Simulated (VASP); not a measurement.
# Ta2N (P-3m1) in VASP: notebook

Ta2N is run at these levels: PBE; tasks: single point.

Everything below comes from runs of VASP 6.6.1. Logs are shortened: lines on timing, memory, paths and dates and some standing lists are left out, and cuts for length are marked.

## Step 1: The cell of the first run

It takes space group P-3m1 (No. 164, trigonal). The conventional cell has a = 2.946 Å, b = 2.946 Å, c = 4.638 Å, α = 90.00°, β = 90.00°, γ = 120.00°. Ta (site symmetry 3m) has 3 N at 2.07 Å within 2.7 Å. N (site symmetry -3m) has 6 Ta at 2.07 Å within 2.7 Å.

## Step 2: Single point, PBE (strain -0.050 along x and y, -0.050 along z)

INCAR

```
SYSTEM = Ta2N
PREC = Accurate
ENCUT = 520
EDIFF = 1E-6
ISMEAR = 0
SIGMA = 0.15
LREAL = .False.
LASPH = .True.
NELM = 100
ALGO = Normal
ISIF = 2
LWAVE = .False.
LCHARG = .False.
GGA = PE
NBANDS = 20
```

KPOINTS

```
regular mesh
0
Gamma
  18 18 10
  0 0 0
```

POSCAR

```
Ta2N
1.0
    2.9460830528      0.0000000000      0.0000000000
   -1.4730415264      2.5513827654      0.0000000000
    0.0000000000      0.0000000000      4.6377955592
Ta N
2 1
Direct
    0.6666666667      0.3333333333      0.7449050322
    0.3333333333      0.6666666667      0.2550949678
    0.0000000000      0.0000000000      0.0000000000
```

Potentials or basis: VASP PAW PBE potentials, release 64 (Ta_pv, N).

Launch:

```bash
> cat potpaw_PBE.64/Ta_pv/POTCAR potpaw_PBE.64/N/POTCAR > POTCAR
> mpirun -np 1 vasp_std > vasp.out
```

OUTCAR:

```text
SYSTEM = Ta2N
   PREC = Accurate
   ENCUT = 520
   EDIFF = 1E-6
   ISMEAR = 0
   LREAL = .False.
   LASPH = .True.
   NELM = 100
   ISIF = 2
   GGA = PE

 ion  position               nearest neighbor table
   1  0.667  0.333  0.745-   3 2.07   3 2.07   3 2.07   2 2.84   2 2.84   2 2.84   2 2.91   2 2.91
                             2 2.91
   2  0.333  0.667  0.255-   3 2.07   3 2.07   3 2.07   1 2.84   1 2.84   1 2.84   1 2.91   1 2.91
                             1 2.91
   3  0.000  0.000  0.000-   1 2.07   2 2.07   1 2.07   2 2.07   1 2.07   2 2.07

  LATTYP: Found a hexagonal cell.
 ALAT       =     2.9460830528
 C/A-ratio  =     1.5742243094

  Lattice vectors:

 A1 = (   2.9460830528,   0.0000000000,   0.0000000000)
 A2 = (  -1.4730415264,   2.5513827654,   0.0000000000)
 A3 = (   0.0000000000,   0.0000000000,   4.6377955592)

Analysis of symmetry for initial positions (statically):
=====================================================================
 Subroutine PRICEL returns:
 Original cell was already a primitive cell.

 Routine SETGRP: Setting up the symmetry group for a
 hexagonal supercell.

 Subroutine GETGRP returns: Found 12 space group operations
 (whereof 12 operations were pure point group operations)
 out of a pool of 24 trial point group operations.

The static configuration has the point symmetry D_3d.

Analysis of symmetry for dynamics (positions and initial velocities):
=====================================================================
 Subroutine PRICEL returns:
 Original cell was already a primitive cell.

 Routine SETGRP: Setting up the symmetry group for a
 hexagonal supercell.

 Subroutine GETGRP returns: Found 12 space group operations
 (whereof 12 operations were pure point group operations)
 out of a pool of 24 trial point group operations.

The dynamic configuration has the point symmetry D_3d.

 Subroutine INISYM returns: Found 12 space group operations
 (whereof 12 operations are pure point group operations),
 and found     1 'primitive' translations

----------------------------------------------------------------------------------------

                                     Primitive cell

  volume of cell :      34.8604

  direct lattice vectors                    reciprocal lattice vectors
     2.946083053  0.000000000  0.000000000     0.339433744  0.195972163  0.000000000
    -1.473041526  2.551382765  0.000000000     0.000000000  0.391944327  0.000000000
     0.000000000  0.000000000  4.637795559     0.000000000  0.000000000  0.215619681

  length of vectors
     2.946083053  2.946083053  4.637795559     0.391944327  0.391944327  0.215619681

  position of ions in fractional coordinates (direct lattice)
     0.666666667  0.333333333  0.744905032
     0.333333333  0.666666667  0.255094968
     0.000000000  0.000000000  0.000000000

  ion indices of the primitive-cell ions
   primitive index   ion index
                 1           1
                 2           2
                 3           3

----------------------------------------------------------------------------------------

 KPOINTS: regular mesh

Automatic generation of k-mesh.
 Grid dimensions read from file:
 generate k-points for:   18   18   10

 Generating k-lattice:

  Cartesian coordinates                     Fractional coordinates (reciprocal lattice)
     0.018857430  0.010887342  0.000000000     0.055555556  0.000000000  0.000000000
     0.000000000  0.021774685  0.000000000     0.000000000  0.055555556  0.000000000
     0.000000000  0.000000000  0.021561968     0.000000000  0.000000000  0.100000000

  Length of vectors
     0.021774685  0.021774685  0.021561968

  Shift w.r.t. Gamma in fractional coordinates (k-lattice)
     0.000000000  0.000000000  0.000000000

 Subroutine IBZKPT returns following result:
 ===========================================

 Found    330 irreducible k-points:

 Following reciprocal coordinates:
            Coordinates               Weight
  0.000000  0.000000  0.000000      1.000000
  0.055556  0.000000  0.000000      6.000000
  0.111111  0.000000  0.000000      6.000000
  0.166667  0.000000  0.000000      6.000000
  0.222222  0.000000  0.000000      6.000000
  0.277778  0.000000  0.000000      6.000000
[... 16 lines left out ...]
  0.333333  0.111111  0.000000     12.000000
  0.388889  0.111111  0.000000     12.000000
 [... further k-points ...]
   k-points           NKPTS =    330   k-points in BZ     NKDIM =    330   number of bands    NBANDS=     20
   number of dos      NEDOS =    301   number of ions     NIONS =      3
   total plane-waves  NPLWV =  20736
   dimension x,y,z NGX =    24 NGY =   24 NGZ =   36
   dimension x,y,z NGXF=    48 NGYF=   48 NGZF=   72
   ions per type =               2   1
   NGX,Y,Z   is equivalent  to a cutoff of  13.54, 13.54, 12.90 a.u.
   NGXF,Y,Z  is equivalent  to a cutoff of  27.09, 27.09, 25.81 a.u.
 SYSTEM =  Ta2N
[... 40 lines left out ...]
 non-spin polarized calculation
 Gauss-broadening in eV      SIGMA  =   0.15
  energy-cutoff  :      520.00
  volume of cell :       34.86
 maximum number of plane-waves:       972
 NGX is ok and might be reduce to    24
   NGX = 11   NGY = 11   NGZ = 17

 number of electron      27.0000004 magnetization

 Free energy of the ion-electron system (eV)
  ---------------------------------------------------
  ext. energy  EPLUGINS =         0.00000000
  ---------------------------------------------------
  free energy    TOTEN  =       -33.40788894 eV

  energy without entropy =      -33.39583242  energy(sigma->0) =      -33.40186068

 E-fermi :   9.0060     XC(G=0): -13.7079

 val. band max:        9.0028343226   @ k =   0.1667   0.0000   0.1000
 cond. band min:       9.0082348547   @ k =   0.3333   0.2778   0.5000
 fundamental gap:      0.0054005321
 Fermi energy:         9.0059935618

 k-point     1 :       0.0000    0.0000    0.0000
  band No.  band energies     occupation
      1     -26.8028      2.00000
      2     -25.4918      2.00000
      3     -25.4918      2.00000
      4     -25.2958      2.00000
      5     -25.2958      2.00000
      6     -25.1627      2.00000
[... 12 lines left out ...]
     19      10.4092      0.00000
     20      15.0383      0.00000

 k-point     2 :       0.0556    0.0000    0.0000
  band No.  band energies     occupation
      1     -26.7871      2.00000
      2     -25.5263      2.00000
      3     -25.5043      2.00000
      4     -25.3303      2.00000
      5     -25.2978      2.00000
      6     -25.1680      2.00000
[... 12 lines left out ...]
     19      10.7283      0.00000
     20      15.1428      0.00000

 k-point     3 :       0.1111    0.0000    0.0000
  band No.  band energies     occupation
      1     -26.7409      2.00000
      2     -25.6254      2.00000
      3     -25.5387      2.00000
      4     -25.4270      2.00000
      5     -25.3047      2.00000
      6     -25.1846      2.00000
[... 12 lines left out ...]
     19      11.5172      0.00000
     20      15.2412      0.00000

 k-point     4 :       0.1667    0.0000    0.0000
  band No.  band energies     occupation
      1     -26.6673      2.00000
      2     -25.7769      2.00000
      3     -25.5885      2.00000
      4     -25.5682      2.00000
      5     -25.3180      2.00000
      6     -25.2139      2.00000
[... 12 lines left out ...]
     19      12.6598      0.00000
     20      15.1048      0.00000

 k-point     5 :       0.2222    0.0000    0.0000
  band No.  band energies     occupation
      1     -26.5717      2.00000
      2     -25.9609      2.00000
      3     -25.7315      2.00000
      4     -25.6461      2.00000
      5     -25.3373      2.00000
      6     -25.2568      2.00000
[... 12 lines left out ...]
     19      13.7611      0.00000
     20      14.9020      0.00000
[... 353 lines left out ...]
      6     -25.3311      2.00000
[... 12 lines left out ...]
     19      14.6690      0.00000
     20      15.2504      0.00000

 k-point    22 :       0.2778    0.1111    0.0000
  band No.  band energies     occupation
      1     -26.3830      2.00000
      2     -26.2409      2.00000
      3     -26.0866      2.00000
      4     -25.7677      2.00000
      5     -25.4616      2.00000
      6     -25.3992      2.00000
[... 12 lines left out ...]
     19      14.7774      0.00000
     20      15.5378      0.00000

 k-point    23 :       0.3333    0.1111    0.0000
  band No.  band energies     occupation
      1     -26.4823      2.00000
      2     -26.1808      2.00000
      3     -26.1404      2.00000
      4     -25.8382      2.00000
      5     -25.4897      2.00000
      6     -25.4708      2.00000
[... 12 lines left out ...]
     19      14.8447      0.00000
     20      15.2586      0.00000

 k-point    24 :       0.3889    0.1111    0.0000
  band No.  band energies     occupation
      1     -26.5637      2.00000
      2     -26.2150      2.00000
      3     -26.0644      2.00000
      4     -25.8839      2.00000
      5     -25.5442      2.00000
      6     -25.5002      2.00000
[... 12 lines left out ...]
     19      14.8168      0.00000
     20      15.0411      0.00000

 [... further k-points ...]
[... 5 lines left out ...]
  --------------------------------------------------------------------------------------
  -------------------------------------------------------------------------------------
  Total       13.3349383     13.3349383     13.4145195      0.0000000     -0.0000000      0.0000000
  in kB      612.8714472    612.8714472    616.5289862      0.0000000     -0.0000000      0.0000000
  external PRESSURE =     614.0906268 kB  Pullay stress =       0.0000000 kB

 VOLUME and BASIS-vectors are now :
 -----------------------------------------------------------------------------
  energy-cutoff  :      520.00
  volume of cell :       34.86
      direct lattice vectors                 reciprocal lattice vectors
     2.946083053  0.000000000  0.000000000     0.339433744  0.195972163  0.000000000
    -1.473041526  2.551382765  0.000000000     0.000000000  0.391944327  0.000000000
     0.000000000  0.000000000  4.637795559     0.000000000  0.000000000  0.215619681

 POSITION                                       TOTAL-FORCE (eV/Angst)
 -----------------------------------------------------------------------------------
      1.47304      0.85046      3.45472        -0.000000      0.000000     -1.213906
     -0.00000      1.70092      1.18308         0.000000     -0.000000      1.213906
      0.00000      0.00000      0.00000         0.000000      0.000000      0.000000
 -----------------------------------------------------------------------------------
    total drift:                                0.000000     -0.000000      0.000000

  FREE ENERGIE OF THE ION-ELECTRON SYSTEM (eV)
  ---------------------------------------------------
  free  energy   TOTEN  =       -33.4078889430 eV

  energy  without entropy=      -33.3958324238  energy(sigma->0) =      -33.40186068
```

Wall time 2.1 min (1 thread of Intel Xeon Platinum 8488C (Sapphire Rapids), shared host); peak memory 0.32 GiB.

Results:

```yaml
Free_energy: -33.4079 eV
Pressure: 61.4 GPa
Largest_force: 1.214 eV/Å
Band_gap_on_the_k_mesh: zero (an odd number of electrons rules out a gap without spin polarisation)
```

Forces in eV/Å, atoms in the order of the input:
```
Ta   0.000  0.000 -1.214
Ta   0.000  0.000  1.214
N    0.000  0.000  0.000
```

Caveat: the cell differs from its parent crystal (strain -0.050 along x and y, -0.050 along z); the cell stands under pressure; spin-orbit coupling is left out, which moves the levels of the heavy elements; forces of over 1 eV/Å act on the atoms, so gaps and moduli don't describe the material at rest.

## Step 3: Single point, PBE (strain -0.050 along x and y, -0.025 along z)

INCAR

```
ALGO     = Normal         # electronic algorithm
EDIFF    = 1E-7           # SCF threshold, eV
ENCUT    = 520            # plane-wave cutoff, eV
GGA      = PE             # functional
ISIF     = 2              # what is computed and relaxed
ISMEAR   = 0              # smearing method
LASPH    = T              # aspherical terms in the spheres
LCHARG   = F              # write CHGCAR
LREAL    = F              # projectors in reciprocal space
LWAVE    = F              # write WAVECAR
NBANDS   = 20             # bands
NELM     = 60             # most SCF steps
PREC     = Accurate       # precision mode
SIGMA    = 0.15           # smearing width, eV
```

KPOINTS

```
k-points
0
Gamma
  18 18 10
```

Changes to POSCAR since step 2:

```diff
@@ -4,3 +4,3 @@
    -1.4730415264      2.5513827654      0.0000000000
-    0.0000000000      0.0000000000      4.6377955592
+    0.0000000000      0.0000000000      4.7598428107
 Ta N
```

Potentials or basis: VASP PAW PBE potentials, release 64 (Ta_pv, N).

Launch:

```bash
> cat potpaw_PBE.64/Ta_pv/POTCAR potpaw_PBE.64/N/POTCAR > POTCAR
> mpirun -np 1 vasp_std > vasp.out
```

Run time: 2.5 min. Hardware: 1 thread of Intel Xeon Platinum 8488C (Sapphire Rapids), shared host; peak memory 0.32 GiB.

Results (log left out):

* Free energy: -33.7100 eV
* Pressure: 48.4 GPa
* Largest force: 1.218 eV/Å
* Band gap on the k mesh: zero (an odd number of electrons rules out a gap without spin polarisation)

Forces in eV/Å, atoms in the order of the input:
```
Ta   0.000  0.000 -1.218
Ta   0.000  0.000  1.218
N    0.000  0.000  0.000
```

Stress tensor (GPa, compression positive):
```
50.65  0.00  0.00
 0.00 50.65  0.00
 0.00  0.00 44.03
```

Levels at points of the mesh, in eV from the Fermi level:
| k point | band 10 | band 11 | band 12 | band 13 | band 14 | band 15 | band 16 | band 17 |
| --- | --- | --- | --- | --- | --- | --- | --- | --- |
| (0.00, 0.00, 0.00) | -6.59 | -4.92 | -1.11 | -0.27 | -0.27 | 0.26 | 0.61 | 0.61 |
| (0.50, 0.00, 0.00) | -6.95 | -5.30 | -2.66 | -1.16 | 1.65 | 2.60 | 4.69 | 4.78 |
| (0.00, 0.00, 0.50) | -6.78 | -3.45 | -2.80 | -1.16 | -1.16 | 1.91 | 2.74 | 2.74 |
| (0.50, 0.00, 0.50) | -6.62 | -3.87 | -2.10 | -2.03 | -0.46 | 1.00 | 4.29 | 4.51 |

Caveat: the cell differs from its parent crystal (strain -0.050 along x and y, -0.025 along z); the stress differs along the axes, from 44 to 51 GPa; spin-orbit coupling is left out, which moves the levels of the heavy elements; forces of over 1 eV/Å act on the atoms, so gaps and moduli don't describe the material at rest.

## Step 4: Single point, PBE (strain -0.050 along x and y, +0.000 along z)

INCAR

```
SYSTEM = Ta2N
  PREC = Accurate
  ENCUT = 520
  EDIFF = 1E-6
  ISMEAR = 0
  SIGMA = 0.15
  LREAL = .False.
  LASPH = .True.
  NELM = 80
  ALGO = Normal
  ISIF = 2
  LWAVE = .False.
  LCHARG = .True.
  GGA = PE
  LELF = .True.
  LVHAR = .True.
  NBANDS = 20
```

KPOINTS

```
Automatic mesh
0
Gamma
  18 18 10
  0 0 0
```

Changes to POSCAR since step 3:

```diff
@@ -4,3 +4,3 @@
    -1.4730415264      2.5513827654      0.0000000000
-    0.0000000000      0.0000000000      4.7598428107
+    0.0000000000      0.0000000000      4.8818900623
 Ta N
```

Launch:

```bash
> cat potpaw_PBE.64/Ta_pv/POTCAR potpaw_PBE.64/N/POTCAR > POTCAR
> mpirun -np 1 vasp_std > vasp.out
```

It took 1.9 min on 1 thread of Intel Xeon Platinum 8488C (Sapphire Rapids), shared host; peak memory 0.33 GiB.

It converged, with:

```
Free energy            : -33.9181 eV
Pressure               : 37.1 GPa
Largest force          : 1.206 eV/Å
Band gap on the k mesh : zero (an odd number of electrons rules out a gap without spin polarisation)
```

Forces in eV/Å, atoms in the order of the input:
```
Ta   0.000  0.000 -1.206
Ta   0.000  0.000  1.206
N    0.000  0.000  0.000
```

Stress tensor (GPa, compression positive):
```
41.24  0.00  0.00
 0.00 41.24  0.00
 0.00  0.00 28.85
```

Levels at points of the mesh, in eV from the Fermi level:
| k point | band 12 | band 13 | band 14 | band 15 | band 16 | band 17 |
| --- | --- | --- | --- | --- | --- | --- |
| (0.00, 0.00, 0.00) | -1.29 | -0.24 | -0.24 | 0.22 | 0.82 | 0.82 |
| (0.50, 0.00, 0.00) | -2.56 | -1.13 | 1.25 | 2.75 | 4.53 | 4.70 |
| (0.00, 0.00, 0.50) | -2.89 | -0.99 | -0.99 | 1.70 | 2.67 | 2.67 |
| (0.50, 0.00, 0.50) | -2.07 | -2.00 | -0.55 | 1.09 | 4.38 | 4.60 |

Caveat: the cell differs from its parent crystal (strain -0.050 along x and y, +0.000 along z); the stress differs along the axes, from 29 to 41 GPa; spin-orbit coupling is left out, which moves the levels of the heavy elements; forces of over 1 eV/Å act on the atoms, so gaps and moduli don't describe the material at rest.

## Step 5: Single point, PBE (strain -0.025 along x and y, -0.050 along z)

INCAR

```
SYSTEM = Ta2N
PREC     = Accurate       ! precision mode
ENCUT    = 520            ! plane-wave cutoff, eV
EDIFF    = 1E-6           ! SCF threshold, eV
ISMEAR   = 0              ! smearing method
SIGMA    = 0.15           ! smearing width, eV
LREAL    = .False.        ! projectors in reciprocal space
LASPH    = .True.         ! aspherical terms in the spheres
NELM     = 100            ! most SCF steps
ALGO     = Normal         ! electronic algorithm
ISIF     = 2              ! what is computed and relaxed
LWAVE    = .False.        ! write WAVECAR
LCHARG   = .False.        ! write CHGCAR
GGA      = PE             ! functional
NBANDS   = 20             ! bands
```

KPOINTS is that of step 4.

POSCAR

```
Ta2N
1.0
    3.0236115542      0.0000000000      0.0000000000
   -1.5118057771      2.6185244171      0.0000000000
    0.0000000000      0.0000000000      4.6377955592
Ta N
2 1
Direct
    0.6666666667      0.3333333333      0.7449050322
    0.3333333333      0.6666666667      0.2550949678
    0.0000000000      0.0000000000      0.0000000000
```

Launch:

```bash
> cat potpaw_PBE.64/Ta_pv/POTCAR potpaw_PBE.64/N/POTCAR > POTCAR
> mpirun -np 1 vasp_std > vasp.out
```

It took 1.7 min on 1 thread of Intel Xeon Platinum 8488C (Sapphire Rapids), shared host; peak memory 0.33 GiB.

It converged, with:

- Free energy: -33.9569 eV
- Pressure: 36.7 GPa
- Largest force: 0.491 eV/Å
- Band gap on the k mesh: zero (an odd number of electrons rules out a gap without spin polarisation)

Forces in eV/Å, atoms in the order of the input:
```
Ta   0.000  0.000 -0.491
Ta   0.000  0.000  0.491
N    0.000  0.000  0.000
```

Stress tensor (GPa, compression positive):
```
34.26  0.00  0.00
 0.00 34.26  0.00
 0.00  0.00 41.49
```

Levels at points of the mesh, in eV from the Fermi level:
```
           k point  band 10  band 11  band 12  band 13  band 14  band 15  band 16  band 17
(0.00, 0.00, 0.00)    -6.68    -4.81    -0.55    -0.25    -0.25     0.18     0.18     0.31
(0.50, 0.00, 0.00)    -6.89    -5.12    -2.77    -1.29     2.04     2.32     4.23     4.62
(0.00, 0.00, 0.50)    -6.91    -3.00    -2.54    -1.37    -1.37     2.14     2.50     2.70
(0.50, 0.00, 0.50)    -6.59    -3.55    -2.18    -2.09    -0.20     0.76     3.67     3.92
```

Caveat: the cell differs from its parent crystal (strain -0.025 along x and y, -0.050 along z); the stress differs along the axes, from 34 to 41 GPa; spin-orbit coupling is left out, which moves the levels of the heavy elements.

## Step 6: Summary

| cell | gap on the mesh (eV) | pressure (GPa) | largest force (eV/Å) |
| --- | --- | --- | --- |
| a = 2.946, b = 2.946, c = 4.638 Å, angles 90.0, 90.0, 120.0°, 3 atoms | none | 61.4 | 1.21 |
| a = 2.946, b = 2.946, c = 4.760 Å, angles 90.0, 90.0, 120.0°, 3 atoms | none | 48.4 | 1.22 |
| a = 2.946, b = 2.946, c = 4.882 Å, angles 90.0, 90.0, 120.0°, 3 atoms | none | 37.1 | 1.21 |
| a = 3.024, b = 3.024, c = 4.638 Å, angles 90.0, 90.0, 120.0°, 3 atoms | none | 36.7 | 0.49 |

Alike in all rows: task single point; level PBE; potentials or basis VASP PAW PBE potentials, release 64 (Ta_pv, N); no spin polarisation; k mesh 18 × 18 × 10; cutoff (eV) 520; smearing gaussian 0.15 eV.

Caveats: spin-orbit coupling is left out, which moves the levels of the heavy elements; forces of over 1 eV/Å act on the atoms, so gaps and moduli don't describe the material at rest (at least some runs); the cell stands under pressure (at least some runs); the stress differs along the axes, from 44 to 51 GPa (at least some runs); the stress differs along the axes, from 29 to 41 GPa (at least some runs); the stress differs along the axes, from 34 to 41 GPa (at least some runs).

Absolute energies hang on the potentials; compare differences alone.
